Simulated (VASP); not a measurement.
Sc, 2 atoms in the cell. Symmetry: P6_3/mmc, No. 194, hexagonal system. The conventional cell has a = 3.427 Å, b = 3.427 Å, c = 5.329 Å, α = 90.00°, β = 90.00°, γ = 120.00°. Sc (site symmetry -6m2) has 12 Sc at 3.32 to 3.43 Å within 4.4 Å. 

- Program: VASP 6.6.1
- Task: relaxation of shape and atoms at fixed volume
- Functional: PBE
- Potentials or basis: VASP PAW PBE potentials, release 64 (Sc_sv)
- Cutoff: 600 eV
- k mesh: 15 × 15 × 8
- Occupations: gaussian, width 0.1 eV
- Spin: no spin polarisation
- Dipole correction: no
- Further INCAR settings: ALGO = Fast; EDIFF = 1e-06; IBRION = 2; EDIFFG = -0.01; NSW = 50; ISIF = 4

Potentials or basis: VASP PAW PBE potentials, release 64 (Sc_sv).

Run with:

```console
$ cat potpaw_PBE.64/Sc_sv/POTCAR > POTCAR
$ mpirun -np 1 vasp_std > vasp.out
```

Hardware: 1 thread of Intel Xeon 8581C, on a shared host.

Problem. Estimate the wall time of this run.

Solution. It took 2.5 min on 1 thread of Intel Xeon 8581C, on a shared host, peak memory 0.28 GiB. Counts: scf iterations 22, k points 135, ion steps 2.
